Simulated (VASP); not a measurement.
Crystal: Be2SbP3.

```
CELL_PARAMETERS angstrom
4.05868 0.00000 0.00000
-2.02934 3.51492 0.00000
0.00000 0.00000 7.40417
ATOMIC_POSITIONS crystal
Be 0.33333 0.66667 0.73393
Be 0.33333 0.66667 0.26670
Sb 0.00000 0.00000 0.51436
P 0.66667 0.33333 0.48229
P 0.66667 0.33333 0.03429
P 0.00000 0.00000 0.96844
```

The cell was generated, and may not be a known phase.

- Program: VASP 6.6.1
- Task: relaxation of cell and atoms
- Functional: PBE
- Potentials or basis: VASP PAW PBE potentials, release 64 (Be, Sb, P)
- Cutoff: 600 eV
- k mesh: 6 × 6 × 4
- Occupations: gaussian, width 0.1 eV
- Spin: no spin polarisation

At the start: pressure 6.3 GPa; volume 17.60 Å³/atom.

Problem. Where does the relaxation end?

Solution. Over 86 steps the energy falls by 886.3 meV/atom and the volume is 15.33 Å³/atom (-12.9 %); space group P3m1 (No. 156, to 0.1 Å) before and after.

Step by step:
```
step  energy change (eV)  largest force (eV/Å)  pressure (GPa)  volume (Å³)
   1              0.0000                1.1442            6.28       105.63
   4             -1.0388                0.9546           -3.60       108.86
   7             -1.5042                1.7862            5.38        93.55
  10             -1.6536                2.6359            9.78        90.04
  13             -2.1974                1.6667            2.48        97.19
  16             -2.3037                0.5158           -1.30        99.65
  19             -2.4015                0.5407            1.87        94.90
  22             -2.4406                0.4198            0.81        95.54
  25             -2.5027                0.7565           -1.04        97.50
  28             -2.5606                1.1624           -2.78       100.45
  31             -2.7206                1.0080           -0.88        99.66
  34             -2.8348                0.8552            2.18        96.38
  37             -3.0390                0.6551           -4.20       103.83
  40             -3.4355                1.1576           -1.00        98.47
  43             -3.5778                0.7877            1.67        94.98
  46             -3.7847                0.8562           -3.00        99.74
  49             -4.0203                0.9286           18.10        82.47
  52             -4.4697                1.4518            7.20        87.54
  55             -4.5887                1.0834            7.24        88.35
  58             -4.8349                0.7103           -1.39        97.28
  61             -5.0417                0.6548           -1.36        97.12
  64             -5.1626                0.5857           -0.01        94.43
  67             -5.2761                0.2607            0.46        90.96
  70             -5.2931                0.2142           -0.80        92.66
  73             -5.3034                0.1384           -0.62        92.83
  76             -5.3093                0.1126            0.32        91.77
  79             -5.3118                0.0806            0.47        91.54
  82             -5.3156                0.0821            0.00        91.90
  85             -5.3177                0.0443           -0.10        92.15
  86             -5.3180                0.0303            0.12        91.98
```

Final structure:
```
Be Sb P
1.0
     3.51416    0.00000    0.00000
    -1.75708    3.04335    0.00000
     0.00000    0.00000    8.60010
Be Sb P
2 1 3
Direct
  0.33333 0.66667 0.92153
  0.33333 0.66667 0.36088
  0.00000 0.00000 0.57412
  0.66667 0.33333 0.26938
  0.66667 0.33333 0.81044
  0.00000 0.00000 0.06367
```

Caveat: a cell axis changed by over 15 % at a fixed basis, so the end point is rough.
